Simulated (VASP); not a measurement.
# Hf (Fd-3m) in VASP: a series of runs

Runs on Hf. Level: PBE. Tasks: single point.

All numbers are computed with VASP 6.6.1; they aren't measurements. Logs are shortened: lines on timing, memory, paths and dates and some standing lists are left out, and cuts for length are marked.

### 1 The cell of the first run

It takes space group Fd-3m (No. 227, cubic). The conventional cell has a = 4.943 Å, b = 4.943 Å, c = 4.943 Å, α = 90.00°, β = 90.00°, γ = 90.00°. Within 2.8 Å of Hf (site symmetry -43m) lie 4 Hf at 2.14 Å.

### 2 Single point, PBE

The input, INCAR:

```
SYSTEM = Hf
PREC     = Accurate       ! precision mode
ENCUT    = 520            ! plane-wave cutoff, eV
EDIFF    = 1E-6           ! SCF threshold, eV
ISMEAR   = -1             ! smearing method
SIGMA    = 0.08           ! smearing width, eV
LREAL    = .False.        ! projectors in reciprocal space
LASPH    = .True.         ! aspherical terms in the spheres
NELM     = 60             ! most SCF steps
ALGO     = Normal         ! electronic algorithm
ISIF     = 2              ! what is computed and relaxed
LWAVE    = .False.        ! write WAVECAR
LCHARG   = .False.        ! write CHGCAR
GGA      = PE             ! functional
NBANDS   = 17             ! bands
```

The input, KPOINTS:

```
Automatic mesh
0
Gamma
  13 13 13
  0 0 0
```

The input, POSCAR:

```
Hf
1.0
    0.0000000000      2.4714073436      2.4714073436
    2.4714073436      0.0000000000      2.4714073436
    2.4714073436      2.4714073436      0.0000000000
Hf
2
Direct
   -0.1250000000     -0.1250000000     -0.1250000000
    0.1250000000      0.1250000000      0.1250000000
```

Potentials or basis: VASP PAW PBE potentials, release 64 (Hf_pv).

Command:

```
$ cat potpaw_PBE.64/Hf_pv/POTCAR > POTCAR
$ mpirun -np 1 vasp_std > vasp.out
```

OUTCAR:

```text
SYSTEM = Hf
   PREC = Accurate
   ENCUT = 520
   EDIFF = 1E-6
   ISMEAR = -1
   LREAL = .False.
   LASPH = .True.
   NELM = 60
   ISIF = 2
   GGA = PE

 ion  position               nearest neighbor table
   1  0.875  0.875  0.875-   2 2.14   2 2.14   2 2.14   2 2.14
   2  0.125  0.125  0.125-   1 2.14   1 2.14   1 2.14   1 2.14

  LATTYP: Found a face centered cubic cell.
 ALAT       =     4.9428146872

  Lattice vectors:

 A1 = (   0.0000000000,   2.4714073436,   2.4714073436)
 A2 = (   2.4714073436,   0.0000000000,   2.4714073436)
 A3 = (   2.4714073436,   2.4714073436,   0.0000000000)

Analysis of symmetry for initial positions (statically):
=====================================================================
 Subroutine PRICEL returns:
 Original cell was already a primitive cell.

 Routine SETGRP: Setting up the symmetry group for a
 face centered cubic supercell.

 Subroutine GETGRP returns: Found 48 space group operations
 (whereof 12 operations were pure point group operations)
 out of a pool of 48 trial point group operations.

The static configuration has the point symmetry D_3d.
 The point group associated with its full space group is O_h .

Analysis of symmetry for dynamics (positions and initial velocities):
=====================================================================
 Subroutine PRICEL returns:
 Original cell was already a primitive cell.

 Routine SETGRP: Setting up the symmetry group for a
 face centered cubic supercell.

 Subroutine GETGRP returns: Found 48 space group operations
 (whereof 12 operations were pure point group operations)
 out of a pool of 48 trial point group operations.

The dynamic configuration has the point symmetry D_3d.
 The point group associated with its full space group is O_h .

 Subroutine INISYM returns: Found 48 space group operations
 (whereof 12 operations are pure point group operations),
 and found     1 'primitive' translations

----------------------------------------------------------------------------------------

                                     Primitive cell

  volume of cell :      30.1900

  direct lattice vectors                    reciprocal lattice vectors
     0.000000000  2.471407344  2.471407344    -0.202313876  0.202313876  0.202313876
     2.471407344  0.000000000  2.471407344     0.202313876 -0.202313876  0.202313876
     2.471407344  2.471407344  0.000000000     0.202313876  0.202313876 -0.202313876

  length of vectors
     3.495097783  3.495097783  3.495097783     0.350417913  0.350417913  0.350417913

  position of ions in fractional coordinates (direct lattice)
     0.875000000  0.875000000  0.875000000
     0.125000000  0.125000000  0.125000000

  ion indices of the primitive-cell ions
   primitive index   ion index
                 1           1
                 2           2

----------------------------------------------------------------------------------------

 KPOINTS: Automatic mesh

Automatic generation of k-mesh.
 Grid dimensions read from file:
 generate k-points for:   13   13   13

 Generating k-lattice:

  Cartesian coordinates                     Fractional coordinates (reciprocal lattice)
    -0.015562606  0.015562606  0.015562606     0.076923077  0.000000000  0.000000000
     0.015562606 -0.015562606  0.015562606     0.000000000  0.076923077  0.000000000
     0.015562606  0.015562606 -0.015562606     0.000000000  0.000000000  0.076923077

  Length of vectors
     0.026955224  0.026955224  0.026955224

  Shift w.r.t. Gamma in fractional coordinates (k-lattice)
     0.000000000  0.000000000  0.000000000

 Subroutine IBZKPT returns following result:
 ===========================================

 Found     84 irreducible k-points:

 Following reciprocal coordinates:
            Coordinates               Weight
  0.000000  0.000000  0.000000      1.000000
  0.076923  0.000000  0.000000      8.000000
  0.153846  0.000000  0.000000      8.000000
  0.230769  0.000000  0.000000      8.000000
  0.307692  0.000000  0.000000      8.000000
  0.384615  0.000000  0.000000      8.000000
[... 16 lines left out ...]
  0.384615  0.153846  0.000000     24.000000
  0.461538  0.153846  0.000000     24.000000
 [... further k-points ...]
   k-points           NKPTS =     84   k-points in BZ     NKDIM =     84   number of bands    NBANDS=     17
   number of dos      NEDOS =    301   number of ions     NIONS =      2
   total plane-waves  NPLWV =  21952
   dimension x,y,z NGX =    28 NGY =   28 NGZ =   28
   dimension x,y,z NGXF=    56 NGYF=   56 NGZF=   56
   ions per type =               2
   NGX,Y,Z   is equivalent  to a cutoff of  13.32, 13.32, 13.32 a.u.
   NGXF,Y,Z  is equivalent  to a cutoff of  26.64, 26.64, 26.64 a.u.
 SYSTEM =  Hf
   PREC   = accura    normal or accurate (medium, high low for compatibility)
   ISTART =      0    job   : 0-new  1-cont  2-samecut
   ICHARG =      2    charge: 1-file 2-atom 10-const
   ISPIN  =      1    spin polarized calculation?
   LNONCOLLINEAR =      F non collinear calculations
   LSORBIT =      F    spin-orbit coupling
   LASPH  =      T    aspherical Exc in radial PAW
   ENCUT  =  520.0 eV  38.22 Ry    6.18 a.u.   6.50  6.50  6.50*2*pi/ulx,y,z
   NELM   =     60;   NELMIN=  2; NELMDL= -5     # of ELM steps
   EDIFF  = 0.1E-05   stopping-criterion for ELM
   LREAL  =      F    real-space projection
   EDIFFG = 0.1E-04   stopping-criterion for IOM
   NSW    =      0    number of steps for IOM
   IBRION =     -1    ionic relax: 0-MD 1-quasi-New 2-CG
   NFREE  =      0    steps in history (QN), initial steepest desc. (CG)
   ISIF   =      2    stress and relaxation
   ISYM   =      2    0-nonsym 1-usesym 2-fastsym
   POTIM  = 0.5000    time-step for ionic-motion
   TEBEG  =    0.0;   TEEND  =   0.0 temperature during run
   PSTRESS=    0.0 pullay stress
   NELECT =      20.0000    total number of electrons
   NUPDOWN=      -1.0000    fix difference up-down
   EMIN   =  10.00;   EMAX   =-10.00  energy-range for DOS
   EFERMI =   0.00;   METHOD = LEGACY
   ISMEAR =    -1;   SIGMA  =   0.08  broadening in eV -4-tet -1-fermi 0-gaus
   EFERMI_NEDOS =   21; number of points for ismear=-14 and -15
   IALGO  =     38    algorithm
   IMIX   =      4    mixing-type and parameters
     AMIX     =   0.40;   BMIX     =  1.00
     AMIX_MAG =   1.60;   BMIX_MAG =  1.00
  volume/ion in A,a.u.               =      15.09       101.87
  Fermi-wavevector in a.u.,A,eV,Ry     =   1.427131  2.696886 27.711024  2.036703
  Thomas-Fermi vector in A             =   2.547334
   LORBIT       =      0    0 simple, 1 ext, 2 COOP (PROOUT), +10 PAW based schemes
   GGA     = PE    functional components
   LHFCALC =     F    Hartree Fock is set to
   AEXX    =    0.0000 exact exchange contribution
   IVDW    =     0    specifies the selected vdW correction
   LEPSILON=     F    determine dielectric tensor
   LRPA    =     F    only Hartree local field effects (RPA)
 non-spin polarized calculation
  energy-cutoff  :      520.00
  volume of cell :       30.19
 maximum number of plane-waves:       869
 NGX is ok and might be reduce to    28
   NGX = 13   NGY = 13   NGZ = 13

 number of electron      19.9999999 magnetization

 Free energy of the ion-electron system (eV)
  ---------------------------------------------------
  ext. energy  EPLUGINS =         0.00000000
  ---------------------------------------------------
  free energy    TOTEN  =        -7.02156442 eV

  energy without entropy =       -6.97577462  energy(sigma->0) =       -6.99866952

 E-fermi :   7.6248     XC(G=0): -12.8968

 val. band max:        7.6239968509   @ k =   0.1538   0.0000   0.0000
 cond. band min:       7.6275582316   @ k =   0.3077   0.2308   0.0000
 fundamental gap:      0.0035613807
 Fermi energy:         7.6248060881

 k-point     1 :       0.0000    0.0000    0.0000
  band No.  band energies     occupation
      1     -25.4043      2.00000
      2     -25.4043      2.00000
      3     -25.4043      2.00000
      4     -21.5790      2.00000
      5     -21.5790      2.00000
      6     -21.5790      2.00000
[... 9 lines left out ...]
     16      18.9929      0.00000
     17      19.9754      0.00000

 k-point     2 :       0.0769    0.0000    0.0000
  band No.  band energies     occupation
      1     -25.4396      2.00000
      2     -25.4396      2.00000
      3     -25.4121      2.00000
      4     -21.5584      2.00000
      5     -21.5305      2.00000
      6     -21.5305      2.00000
[... 9 lines left out ...]
     16      19.0388      0.00000
     17      19.8955      0.00000

 k-point     3 :       0.1538    0.0000    0.0000
  band No.  band energies     occupation
      1     -25.5330      2.00000
      2     -25.5330      2.00000
      3     -25.4371      2.00000
      4     -21.4944      2.00000
      5     -21.4003      2.00000
      6     -21.4003      2.00000
[... 9 lines left out ...]
     16      19.4263      0.00000
     17      19.6719      0.00000

 k-point     4 :       0.2308    0.0000    0.0000
  band No.  band energies     occupation
      1     -25.6557      2.00000
      2     -25.6557      2.00000
      3     -25.4804      2.00000
      4     -21.3874      2.00000
      5     -21.2261      2.00000
      6     -21.2261      2.00000
[... 9 lines left out ...]
     16      19.3333      0.00000
     17      19.3333      0.00000
[... 343 lines left out ...]
      1     -25.9900      2.00000
      2     -25.9329      2.00000
      3     -24.9961      2.00000
      4     -21.9279      2.00000
      5     -20.8280      2.00000
      6     -20.7798      2.00000
[... 9 lines left out ...]
     16      16.7309      0.00000
     17      19.6136      0.00000

 k-point    23 :       0.3846    0.1538    0.0000
  band No.  band energies     occupation
      1     -26.1543      2.00000
      2     -26.0176      2.00000
      3     -24.9546      2.00000
      4     -21.8882      2.00000
      5     -20.6973      2.00000
      6     -20.5730      2.00000
[... 9 lines left out ...]
     16      16.3008      0.00000
     17      18.8125      0.00000

 k-point    24 :       0.4615    0.1538    0.0000
  band No.  band energies     occupation
      1     -26.2871      2.00000
      2     -26.0558      2.00000
      3     -24.9420      2.00000
      4     -21.8212      2.00000
      5     -20.6355      2.00000
      6     -20.4117      2.00000
[... 9 lines left out ...]
     16      16.4927      0.00000
     17      17.1886      0.00000

 [... further k-points ...]

------------------------ aborting loop because EDIFF is reached ----------------------------------------

  FORCE on cell =-STRESS in cart. coord.  units (eV):
  Direction    XX          YY          ZZ          XY          YZ          ZX
  --------------------------------------------------------------------------------------
  -------------------------------------------------------------------------------------
  Total       25.4076153     25.4076153     25.4076153     -0.0000000      0.0000000     -0.0000000
  in kB     1348.3774897   1348.3774897   1348.3774897     -0.0000000      0.0000000     -0.0000000
  external PRESSURE =    1348.3774897 kB  Pullay stress =       0.0000000 kB

 VOLUME and BASIS-vectors are now :
 -----------------------------------------------------------------------------
  energy-cutoff  :      520.00
  volume of cell :       30.19
      direct lattice vectors                 reciprocal lattice vectors
     0.000000000  2.471407344  2.471407344    -0.202313876  0.202313876  0.202313876
     2.471407344  0.000000000  2.471407344     0.202313876 -0.202313876  0.202313876
     2.471407344  2.471407344  0.000000000     0.202313876  0.202313876 -0.202313876

 POSITION                                       TOTAL-FORCE (eV/Angst)
 -----------------------------------------------------------------------------------
      4.32496      4.32496      4.32496        -0.000000     -0.000000     -0.000000
      0.61785      0.61785      0.61785         0.000000      0.000000      0.000000
 -----------------------------------------------------------------------------------
    total drift:                                0.000000     -0.000000     -0.000000

  FREE ENERGIE OF THE ION-ELECTRON SYSTEM (eV)
  ---------------------------------------------------
  free  energy   TOTEN  =        -7.0215644233 eV

  energy  without entropy=       -6.9757746165  energy(sigma->0) =       -6.99866952
```

Run time: 28 s. Hardware: 1 thread of Intel Xeon Platinum 8488C (Sapphire Rapids), shared host; peak memory 0.18 GiB.

Results:

```yaml
Free_energy: -7.0216 eV
Pressure: 134.8 GPa
Band_gap_on_the_k_mesh: zero (band 10 reaches 8.37 eV, above the bottom of band 11 at 6.74 eV)
```

Levels at points of the mesh, in eV from the Fermi level:
```tsv
k point	band 6	band 7	band 8	band 9	band 10	band 11	band 12	band 13	band 14	band 15
(0.00, 0.00, 0.00)	-29.20	-7.32	-3.33	-3.33	0.19	0.19	0.19	4.89	4.89	4.89
```

Caveat: spin-orbit coupling is left out, which moves the levels of the heavy elements.

### 3 Single point, PBE

The input, INCAR:

```
SYSTEM = Hf
PREC = Accurate
ENCUT = 520
EDIFF = 1E-6
ISMEAR = -1
SIGMA = 0.08
LREAL = .FALSE.
LASPH = .TRUE.
NELM = 80
ALGO = Normal
ISIF = 2
LWAVE = .FALSE.
LCHARG = .FALSE.
GGA = PE
NBANDS = 17
```

The input, KPOINTS:

```
regular mesh
0
G
  13 13 13
  0 0 0
```

The input, POSCAR:

```
Hf
1.0
    0.0000000000      2.4716114834      2.4716114834
    2.4716114834      0.0000000000      2.4716114834
    2.4716114834      2.4716114834      0.0000000000
Hf
2
Direct
   -0.1250000000     -0.1250000000     -0.1250000000
    0.1250000000      0.1250000000      0.1250000000
```

Potentials or basis: VASP PAW PBE potentials, release 64 (Hf_pv).

Command:

```
$ cat potpaw_PBE.64/Hf_pv/POTCAR > POTCAR
$ mpirun -np 1 vasp_std > vasp.out
```

Run time: 28 s. Hardware: 1 thread of Intel Xeon Platinum 8488C (Sapphire Rapids), shared host; peak memory 0.18 GiB.

It converged, with:

- Free energy: -7.0279 eV
- Pressure: 134.7 GPa
- Band gap on the k mesh: zero (band 10 reaches 8.37 eV, above the bottom of band 11 at 6.73 eV)

Levels at points of the mesh, in eV from the Fermi level:
| k point | band 8 | band 9 | band 10 | band 11 | band 12 | band 13 |
| --- | --- | --- | --- | --- | --- | --- |
| (0.00, 0.00, 0.00) | -3.33 | -3.33 | 0.19 | 0.19 | 0.19 | 4.89 |

Caveat: spin-orbit coupling is left out, which moves the levels of the heavy elements.
